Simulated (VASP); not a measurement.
Set up this calculation in VASP 6.6.1, as the native input.

- Task: electric field gradients
- Functional: PBEsol
- Potentials or basis: VASP PAW PBE potentials, release 64 (Ti_sv, C)
- Cutoff: 520 eV
- k mesh: 16 × 16 × 16
- Occupations: fermi-dirac, width 0.03 eV
- Spin: no spin polarisation
- Dipole correction: no
- Further INCAR settings: ALGO = Normal; EDIFF = 1e-08; NBANDS = 15

The structure of TiC lies in POSCAR:

```
TiC
1.0
    0.0000000000      2.1854271361      2.1854271361
    2.1854271361      0.0000000000      2.1854271361
    2.1854271361      2.1854271361      0.0000000000
Ti C
1 1
Direct
    0.0000000000      0.0000000000      0.0000000000
    0.5000000000      0.5000000000      0.5000000000
```

These files were run (other wordings do the same):

INCAR

```
PREC     = Accurate       # precision mode
ENCUT    = 520            # plane-wave cutoff, eV
EDIFF    = 1E-8           # SCF threshold, eV
ISMEAR   = -1             # smearing method
SIGMA    = 0.03           # smearing width, eV
LREAL    = False          # projectors in reciprocal space
LASPH    = True           # aspherical terms in the spheres
NELM     = 60             # most SCF steps
ALGO     = Normal         # electronic algorithm
ISIF     = 2              # what is computed and relaxed
LWAVE    = False          # write WAVECAR
LCHARG   = False          # write CHGCAR
GGA      = PS             # functional
LEFG     = True         
NBANDS   = 15             # bands
```

KPOINTS

```
Automatic mesh
0
Gamma
  16 16 16
```

Potentials or basis: VASP PAW PBE potentials, release 64 (Ti_sv, C).

Launch:

```bash
$ cat potpaw_PBE.64/Ti_sv/POTCAR potpaw_PBE.64/C/POTCAR > POTCAR
$ mpirun -np 1 vasp_std > vasp.out
```

Results of the run:

```
Pressure                                : -12.6 GPa
Band gap on the k mesh                  : zero (bands 8 and 9 overlap by 1.05 eV)
Largest electric field gradient by atom : zero within the noise of the run
```

Caveat: the cell stands under tension; the PAW data sets were made with another functional, which shifts forces and pressure a little.

It took 63 s on 1 thread of Intel Xeon 8259CL, on a shared host, peak memory 0.17 GiB.
